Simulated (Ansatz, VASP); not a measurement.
One calculation of Ru, two programs

```
Ru
1.0
     0.00000    1.90372    1.90372
     1.90372    0.00000    1.90372
     1.90372    1.90372    0.00000
Ru
1
Direct
  0.00000 0.00000 0.00000
```

Alike in both runs: task relaxation of cell and atoms; functional PBE; k mesh 18 × 18 × 18; occupations gaussian, width 0.1 eV; no spin polarisation.

|  | VASP | Ansatz |
| --- | --- | --- |
| version | VASP 6.6.1 | Ansatz 0.2.0 |
| potentials or method | VASP PAW PBE potentials, release 64 (Ru_pv), cutoff 600 eV | scalar-relativistic, plane waves, PAW |
| valence electrons in the cell | 14 | 16 |

```csv
,VASP,Ansatz,Ansatz less VASP
"gap on the k mesh at the Fermi level, each at its own relaxed structure (eV)",none,none,-
relaxed volume (Å³/atom),13.82,13.83,+0.008
relaxed length of the cell vector where the two differ most in proportion (Å),2.694,2.694,+0.0005
```

A gap of «none» marks a metal or a gap that the smearing closes. VASP's potentials hold 14 valence electrons a cell and Ansatz's 16, so a difference there can come from the potentials and not from the codes.
